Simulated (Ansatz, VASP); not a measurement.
## C: VASP beside Ansatz

File INCAR:

```
SYSTEM = C
  AGGAC = 1.0
  AGGAX = 1.0
  ALDAC = 0.0
  ALDAX = 1.0
  ALGO = Normal
  EDIFF = 1E-6
  ENCUT = 520
  GGA = B5
  ISIF = 2
  ISMEAR = -1
  LASPH = .TRUE.
  LCHARG = .TRUE.
  LELF = .TRUE.
  LREAL = .FALSE.
  LVHAR = .TRUE.
  LWAVE = .FALSE.
  NBANDS = 26
  NELM = 100
  PREC = Accurate
  SIGMA = 0.05
```

The input KPOINTS:

```
k-points
0
G
  12 12 4
  0 0 0
```

POSCAR

```
C
1.0
    2.5051726443      0.0000000000      0.0000000000
   -1.2525863222      2.1695431509      0.0000000000
    0.0000000000      0.0000000000      8.1818157839
C
8
Direct
    0.6666666667      0.3333333333      0.8437500000
    0.3333333333      0.6666666667      0.3437500000
    0.6666666667      0.3333333333      0.6562500000
    0.3333333333      0.6666666667      0.1562500000
    0.0000000000      0.0000000000      0.9062500000
    0.0000000000      0.0000000000      0.4062500000
    0.0000000000      0.0000000000      0.5937500000
    0.0000000000      0.0000000000      0.0937500000
```

The input input.yaml:

```yaml
crystal:
  lattice:
    - [2.5051726443, 0.0, 0.0]
    - [-1.2525863222, 2.1695431509, 0.0]
    - [0.0, 0.0, 8.1818157839]
  atoms:
    - { symbol: C, position: [0.6666666667, 0.3333333333, 0.84375] }
    - { symbol: C, position: [0.3333333333, 0.6666666667, 0.34375] }
    - { symbol: C, position: [0.6666666667, 0.3333333333, 0.65625] }
    - { symbol: C, position: [0.3333333333, 0.6666666667, 0.15625] }
    - { symbol: C, position: [0.0, 0.0, 0.90625] }
    - { symbol: C, position: [0.0, 0.0, 0.40625] }
    - { symbol: C, position: [0.0, 0.0, 0.59375] }
    - { symbol: C, position: [0.0, 0.0, 0.09375] }
hamiltonian:
  xc: blyp
  pseudopotentials: { kind: paw }
kpoints:
  mp_grid: { grid: [12, 12, 4] }
scf:
  occupations: { method: fermi_dirac, width: 0.05 }
output:
  forces: true
  stress: true
  eigenvalues: true
```

Alike in both runs: task single point; functional BLYP; k mesh 12 × 12 × 4; occupations fermi-dirac, width 0.05 eV; no spin polarisation.

```csv
,VASP,Ansatz
version,VASP 6.6.1,Ansatz 0.2.0
potentials or method,"VASP PAW PBE potentials, release 64 (C)",Ansatz PAW
plane-wave cutoff (eV),520,420
valence electrons in the cell,32,32
```

Ansatz gave:

- gap on the k mesh at the Fermi level (eV): 4.81
- least direct gap on the mesh (eV): 5.39
- pressure (GPa): 21.0
- traceless stress, the component that is largest in VASP (GPa): 8.71
- rms of the force components (eV/Å): 0.195

**Question.** What did VASP give for the same quantities?

**Answer.** gap on the k mesh at the Fermi level (eV): 4.81; least direct gap on the mesh (eV): 5.40; pressure (GPa): 21.8; traceless stress, the component that is largest in VASP (GPa): 8.70; rms of the force components (eV/Å): 0.195.

VASP's potentials were made for PBE, not for BLYP. Atom by atom the forces differ by 0.001 eV/Å (rms over components). With one functional, cell and mesh, what is left measures potentials, basis and numerics.

Noted on Ansatz's run: Pulay correction over one GPa.
